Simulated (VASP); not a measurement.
# Cd2InGaO4 (P4/mmm) in VASP: notebook, part 2 of 2

VASP 6.6.1.

### Step 3. Single point, PBE

This run uses another cell than the first one, of 14.00 Å³/atom.

File INCAR:

```
  PREC = Accurate
  ENCUT = 520
  EDIFF = 1E-7
  ISMEAR = 0
  SIGMA = 0.1
  LREAL = False
  LASPH = True
  NELM = 60
  ALGO = Normal
  ISIF = 2
  LWAVE = False
  LCHARG = False
  GGA = PE
  NBANDS = 47
```

File KPOINTS:

```
Automatic mesh
0
Gamma
  8 8 8
```

File POSCAR:

```
Cd2InGaO4
1.0
    4.1929076405      0.0000000000      0.0000000000
    0.0000000000      4.1929076405      0.0000000000
    0.0000000000      0.0000000000      6.3688410574
Cd In Ga O
2 1 1 4
Direct
    0.5000000000      0.5000000000      0.2577117433
    0.5000000000      0.5000000000      0.7422882567
    0.0000000000      0.0000000000      0.0000000000
    0.0000000000      0.0000000000      0.5000000000
    0.5000000000      0.0000000000      0.0000000000
    0.0000000000      0.5000000000      0.0000000000
    0.5000000000      0.0000000000      0.5000000000
    0.0000000000      0.5000000000      0.5000000000
```

Potentials or basis: VASP PAW PBE potentials, release 64 (Cd, In_d, Ga_d, O).

Launch:

```console
cat potpaw_PBE.64/Cd/POTCAR potpaw_PBE.64/In_d/POTCAR potpaw_PBE.64/Ga_d/POTCAR potpaw_PBE.64/O/POTCAR > POTCAR
mpirun -np 1 vasp_std > vasp.out
```

OUTCAR:

```text
PREC = Accurate
   ENCUT = 520
   EDIFF = 1E-7
   ISMEAR = 0
   LREAL = False
   LASPH = True
   NELM = 60
   ISIF = 2
   GGA = PE

 ion  position               nearest neighbor table
   1  0.500  0.500  0.258-   7 2.60   8 2.60   7 2.60   8 2.60   5 2.66   5 2.66   6 2.66   6 2.66
                             2 3.09   2 3.28   4 3.34   4 3.34   4 3.34   4 3.34   3 3.39   3 3.39
   2  0.500  0.500  0.742-   7 2.60   8 2.60   7 2.60   8 2.60   5 2.66   5 2.66   6 2.66   6 2.66
                             1 3.09   1 3.28   4 3.34   4 3.34   4 3.34   4 3.34   3 3.39   3 3.39
   3  0.000  0.000  0.000-   5 2.10   6 2.10   6 2.10   5 2.10   4 3.18   4 3.18   1 3.39   2 3.39
                             1 3.39   1 3.39   2 3.39   2 3.39   1 3.39   2 3.39
   4  0.000  0.000  0.500-   7 2.10   8 2.10   8 2.10   7 2.10   3 3.18   3 3.18   1 3.34   2 3.34
                             1 3.34   1 3.34   2 3.34   2 3.34   1 3.34   2 3.34
   5  0.500  0.000  0.000-   3 2.10   3 2.10   1 2.66   1 2.66   2 2.66   2 2.66
   6  0.000  0.500  0.000-   3 2.10   3 2.10   1 2.66   2 2.66   1 2.66   2 2.66
   7  0.500  0.000  0.500-   4 2.10   4 2.10   1 2.60   1 2.60   2 2.60   2 2.60
   8  0.000  0.500  0.500-   4 2.10   4 2.10   1 2.60   2 2.60   1 2.60   2 2.60

  LATTYP: Found a simple tetragonal cell.
 ALAT       =     4.1929076405
 C/A-ratio  =     1.5189557232

  Lattice vectors:

 A1 = (   4.1929076405,   0.0000000000,   0.0000000000)
 A2 = (   0.0000000000,   4.1929076405,   0.0000000000)
 A3 = (   0.0000000000,   0.0000000000,   6.3688410574)

Analysis of symmetry for initial positions (statically):
=====================================================================
 Subroutine PRICEL returns:
 Original cell was already a primitive cell.

 Routine SETGRP: Setting up the symmetry group for a
 simple tetragonal supercell.

 Subroutine GETGRP returns: Found 16 space group operations
 (whereof 16 operations were pure point group operations)
 out of a pool of 16 trial point group operations.

The static configuration has the point symmetry D_4h.

Analysis of symmetry for dynamics (positions and initial velocities):
=====================================================================
 Subroutine PRICEL returns:
 Original cell was already a primitive cell.

 Routine SETGRP: Setting up the symmetry group for a
 simple tetragonal supercell.

 Subroutine GETGRP returns: Found 16 space group operations
 (whereof 16 operations were pure point group operations)
 out of a pool of 16 trial point group operations.

The dynamic configuration has the point symmetry D_4h.

 Subroutine INISYM returns: Found 16 space group operations
 (whereof 16 operations are pure point group operations),
 and found     1 'primitive' translations

----------------------------------------------------------------------------------------

                                     Primitive cell

  volume of cell :     111.9672

  direct lattice vectors                    reciprocal lattice vectors
     4.192907640  0.000000000  0.000000000     0.238497979  0.000000000  0.000000000
     0.000000000  4.192907640  0.000000000     0.000000000  0.238497979  0.000000000
     0.000000000  0.000000000  6.368841057     0.000000000  0.000000000  0.157014438

  length of vectors
     4.192907640  4.192907640  6.368841057     0.238497979  0.238497979  0.157014438
[... 73 lines left out ...]
  0.500000  0.125000  0.125000      8.000000
 [... further k-points ...]
   k-points           NKPTS =     75   k-points in BZ     NKDIM =     75   number of bands    NBANDS=     47
   number of dos      NEDOS =    301   number of ions     NIONS =      8
   total plane-waves  NPLWV =  49152
   dimension x,y,z NGX =    32 NGY =   32 NGZ =   48
   dimension x,y,z NGXF=    64 NGYF=   64 NGZF=   96
   ions per type =               2   1   1   4
   NGX,Y,Z   is equivalent  to a cutoff of  12.69, 12.69, 12.53 a.u.
   NGXF,Y,Z  is equivalent  to a cutoff of  25.38, 25.38, 25.06 a.u.
 SYSTEM =  unknown system
   PREC   = accura    normal or accurate (medium, high low for compatibility)
   ISTART =      0    job   : 0-new  1-cont  2-samecut
   ICHARG =      2    charge: 1-file 2-atom 10-const
   ISPIN  =      1    spin polarized calculation?
   LNONCOLLINEAR =      F non collinear calculations
   LSORBIT =      F    spin-orbit coupling
   LASPH  =      T    aspherical Exc in radial PAW
   ENCUT  =  520.0 eV  38.22 Ry    6.18 a.u.   7.80  7.80 11.84*2*pi/ulx,y,z
   NELM   =     60;   NELMIN=  2; NELMDL= -5     # of ELM steps
   EDIFF  = 0.1E-06   stopping-criterion for ELM
   LREAL  =      F    real-space projection
   EDIFFG = 0.1E-05   stopping-criterion for IOM
   NSW    =      0    number of steps for IOM
   IBRION =     -1    ionic relax: 0-MD 1-quasi-New 2-CG
   NFREE  =      0    steps in history (QN), initial steepest desc. (CG)
   ISIF   =      2    stress and relaxation
   ISYM   =      2    0-nonsym 1-usesym 2-fastsym
   POTIM  = 0.5000    time-step for ionic-motion
   TEBEG  =    0.0;   TEEND  =   0.0 temperature during run
   PSTRESS=    0.0 pullay stress
   NELECT =      74.0000    total number of electrons
   NUPDOWN=      -1.0000    fix difference up-down
   EMIN   =  10.00;   EMAX   =-10.00  energy-range for DOS
   EFERMI =   0.00;   METHOD = LEGACY
   ISMEAR =     0;   SIGMA  =   0.10  broadening in eV -4-tet -1-fermi 0-gaus
   EFERMI_NEDOS =   21; number of points for ismear=-14 and -15
   IALGO  =     38    algorithm
   IMIX   =      4    mixing-type and parameters
     AMIX     =   0.40;   BMIX     =  1.00
     AMIX_MAG =   1.60;   BMIX_MAG =  1.00
  volume/ion in A,a.u.               =      14.00        94.45
  Fermi-wavevector in a.u.,A,eV,Ry     =   1.426007  2.694763 27.667402  2.033497
  Thomas-Fermi vector in A             =   2.546330
   LORBIT       =      0    0 simple, 1 ext, 2 COOP (PROOUT), +10 PAW based schemes
   GGA     = PE    functional components
   LHFCALC =     F    Hartree Fock is set to
   AEXX    =    0.0000 exact exchange contribution
   IVDW    =     0    specifies the selected vdW correction
   LEPSILON=     F    determine dielectric tensor
   LRPA    =     F    only Hartree local field effects (RPA)
 non-spin polarized calculation
 Gauss-broadening in eV      SIGMA  =   0.10
  energy-cutoff  :      520.00
  volume of cell :      111.97
 maximum number of plane-waves:      3040
 NGX is ok and might be reduce to    32
   NGX = 15   NGY = 15   NGZ = 23

 number of electron      74.0000012 magnetization

 Free energy of the ion-electron system (eV)
  ---------------------------------------------------
  ext. energy  EPLUGINS =         0.00000000
  ---------------------------------------------------
  free energy    TOTEN  =       -32.93796929 eV

  energy without entropy =      -32.92582746  energy(sigma->0) =      -32.93189838

 E-fermi :   5.2650     XC(G=0): -11.2036

 val. band max:        5.2587176925   @ k =   0.3750   0.2500   0.1250
 cond. band min:       5.2787912699   @ k =   0.5000   0.2500   0.2500
 fundamental gap:      0.0200735773
 Fermi energy:         5.2649863898

 k-point     1 :       0.0000    0.0000    0.0000
  band No.  band energies     occupation
      1     -14.4147      2.00000
      2     -13.9367      2.00000
      3     -13.8978      2.00000
      4     -13.1518      2.00000
      5      -9.8148      2.00000
      6      -9.8148      2.00000
[... 1189 lines left out ...]
     46      12.7338      0.00000
     47      13.0518      0.00000

 [... further k-points ...]

------------------------ aborting loop because EDIFF is reached ----------------------------------------

  FORCE on cell =-STRESS in cart. coord.  units (eV):
  Direction    XX          YY          ZZ          XY          YZ          ZX
  --------------------------------------------------------------------------------------
  -------------------------------------------------------------------------------------
  Total        0.4879302      0.4879302      0.1792457      0.0000000      0.0000000     -0.0000000
  in kB        6.9819585      6.9819585      2.5648871      0.0000000      0.0000000     -0.0000000
  external PRESSURE =       5.5096014 kB  Pullay stress =       0.0000000 kB

 VOLUME and BASIS-vectors are now :
 -----------------------------------------------------------------------------
  energy-cutoff  :      520.00
  volume of cell :      111.97
      direct lattice vectors                 reciprocal lattice vectors
     4.192907640  0.000000000  0.000000000     0.238497979  0.000000000  0.000000000
     0.000000000  4.192907640  0.000000000     0.000000000  0.238497979  0.000000000
     0.000000000  0.000000000  6.368841057     0.000000000  0.000000000  0.157014438

 POSITION                                       TOTAL-FORCE (eV/Angst)
 -----------------------------------------------------------------------------------
      2.09645      2.09645      1.64133         0.000000      0.000000     -0.010382
      2.09645      2.09645      4.72752         0.000000      0.000000      0.010382
      0.00000      0.00000      0.00000         0.000000      0.000000      0.000000
      0.00000      0.00000      3.18442         0.000000      0.000000      0.000000
      2.09645      0.00000      0.00000         0.000000      0.000000      0.000000
      0.00000      2.09645      0.00000         0.000000      0.000000      0.000000
      2.09645      0.00000      3.18442         0.000000      0.000000      0.000000
      0.00000      2.09645      3.18442         0.000000      0.000000      0.000000
 -----------------------------------------------------------------------------------
    total drift:                                0.000000     -0.000000      0.000000

  FREE ENERGIE OF THE ION-ELECTRON SYSTEM (eV)
  ---------------------------------------------------
  free  energy   TOTEN  =       -32.9379692913 eV

  energy  without entropy=      -32.9258274608  energy(sigma->0) =      -32.93189838
```

Run time: 2.6 min. Hardware: 1 thread of Intel Xeon 6975P-C (Granite Rapids), shared host; peak memory 0.48 GiB.

Results:

```yaml
Free_energy: -32.9380 eV
Pressure: 0.6 GPa
Largest_force: 0.010 eV/Å
Band_gap_on_the_k_mesh: zero (bands 37 and 38 overlap by 2.22 eV)
```

Forces on the atoms (eV/Å):
```
Cd   0.000  0.000 -0.010
Cd   0.000  0.000  0.010
In   0.000  0.000  0.000
Ga   0.000  0.000  0.000
O    0.000  0.000  0.000
O    0.000  0.000  0.000
O    0.000  0.000  0.000
O    0.000  0.000  0.000
```

Stress tensor (GPa, compression positive):
```
0.70 0.00 0.00
0.00 0.70 0.00
0.00 0.00 0.26
```

Levels at points of the mesh, in eV from the Fermi level:
| k point | band 33 | band 34 | band 35 | band 36 | band 37 | band 38 | band 39 | band 40 | band 41 | band 42 |
| --- | --- | --- | --- | --- | --- | --- | --- | --- | --- | --- |
| (0.00, 0.00, 0.00) | -3.54 | -3.36 | -2.72 | -2.72 | -2.61 | -1.04 | 0.19 | 1.45 | 3.03 | 4.01 |
| (0.50, 0.00, 0.00) | -4.21 | -2.91 | -2.87 | -2.76 | 0.29 | 0.33 | 0.85 | 1.95 | 3.30 | 4.70 |
| (0.50, 0.50, 0.00) | -2.53 | -2.53 | -2.27 | -2.16 | -0.96 | 0.09 | 2.03 | 2.03 | 2.04 | 2.67 |
| (0.00, 0.00, 0.50) | -3.15 | -3.04 | -3.04 | -2.88 | -2.58 | -1.55 | 0.31 | 0.79 | 4.70 | 4.81 |
| (0.50, 0.00, 0.50) | -3.57 | -3.55 | -3.54 | -3.53 | 0.27 | 0.76 | 1.33 | 1.33 | 4.52 | 5.42 |
| (0.50, 0.50, 0.50) | -2.82 | -2.48 | -2.32 | -2.17 | 0.67 | 0.74 | 1.54 | 1.62 | 3.70 | 3.70 |

Caveat: spin-orbit coupling is left out, which moves the levels of the heavy elements.

### Step 4. Single point, PBE

This run uses another cell than the first one, of 13.99 Å³/atom.

File INCAR:

```
SYSTEM = Cd2InGaO4
PREC = Accurate
ENCUT = 520
EDIFF = 1E-6
ISMEAR = 0
SIGMA = 0.1
LREAL = .FALSE.
LASPH = .TRUE.
NELM = 60
ALGO = Normal
ISIF = 2
LWAVE = .FALSE.
LCHARG = .FALSE.
GGA = PE
NBANDS = 47
```

File KPOINTS:

```
Automatic mesh
0
G
  10 10 6
  0 0 0
```

File POSCAR:

```
Cd2InGaO4
1.0
    4.1929955263      0.0000000000      0.0000000000
    0.0000000000      4.1929955263      0.0000000000
    0.0000000000      0.0000000000      6.3641024089
Cd In Ga O
2 1 1 4
Direct
    0.5000000000      0.5000000000      0.2578891462
    0.5000000000      0.5000000000      0.7421108538
    0.0000000000      0.0000000000      0.0000000000
    0.0000000000      0.0000000000      0.5000000000
    0.5000000000      0.0000000000      0.0000000000
    0.0000000000      0.5000000000      0.0000000000
    0.5000000000      0.0000000000      0.5000000000
    0.0000000000      0.5000000000      0.5000000000
```

Launch:

```console
cat potpaw_PBE.64/Cd/POTCAR potpaw_PBE.64/In_d/POTCAR potpaw_PBE.64/Ga_d/POTCAR potpaw_PBE.64/O/POTCAR > POTCAR
mpirun -np 1 vasp_std > vasp.out
```

Wall time 3.4 min (1 thread of Intel Xeon 6975P-C (Granite Rapids), shared host); peak memory 0.5 GiB.

It converged, with:

```yaml
Free_energy: -32.9344 eV
Pressure: 0.6 GPa
Largest_force: 0.016 eV/Å
Band_gap_on_the_k_mesh: zero (bands 37 and 38 overlap by 2.22 eV)
```

Forces in eV/Å, atoms in the order of the input:
```
Cd   0.000  0.000 -0.016
Cd   0.000  0.000  0.016
In   0.000  0.000  0.000
Ga   0.000  0.000  0.000
O    0.000  0.000  0.000
O    0.000  0.000  0.000
O    0.000  0.000  0.000
O    0.000  0.000  0.000
```

Stress tensor (GPa, compression positive):
```
0.72 0.00 0.00
0.00 0.72 0.00
0.00 0.00 0.28
```

Levels at points of the mesh, in eV from the Fermi level:
```csv
k point,band 34,band 35,band 36,band 37,band 38,band 39,band 40,band 41
"(0.00, 0.00, 0.00)",-3.39,-2.74,-2.74,-2.63,-1.05,0.17,1.43,3.02
"(0.50, 0.00, 0.00)",-2.93,-2.89,-2.78,0.27,0.31,0.83,1.93,3.28
"(0.50, 0.50, 0.00)",-2.56,-2.30,-2.20,-0.98,0.08,2.02,2.02,2.02
"(0.00, 0.00, 0.50)",-3.07,-3.07,-2.91,-2.60,-1.58,0.30,0.77,4.69
"(0.50, 0.00, 0.50)",-3.58,-3.57,-3.55,0.25,0.73,1.31,1.31,4.51
"(0.50, 0.50, 0.50)",-2.51,-2.35,-2.20,0.65,0.73,1.53,1.60,3.69
```

Caveat: spin-orbit coupling is left out, which moves the levels of the heavy elements.

### Step 5. The runs side by side

```tsv
cell	k mesh	gap on the mesh (eV)	pressure (GPa)	largest force (eV/Å)
a = 4.450, b = 4.450, c = 5.306 Å, 8 atoms, atomic positions A	4 × 4 × 4	none	2.0	0.24
a = 4.193, b = 4.193, c = 6.369 Å, 8 atoms, atomic positions B	8 × 8 × 8	none	0.6	0.01
a = 4.193, b = 4.193, c = 6.364 Å, 8 atoms, atomic positions B	10 × 10 × 6	none	0.6	0.02
```

Alike in all rows: task single point; level PBE; potentials or basis VASP PAW PBE potentials, release 64 (Cd, In_d, Ga_d, O); no spin polarisation; cutoff (eV) 520; smearing gaussian 0.1 eV.

Caveats: spin-orbit coupling is left out, which moves the levels of the heavy elements.

Absolute energies hang on the potentials; compare differences alone.
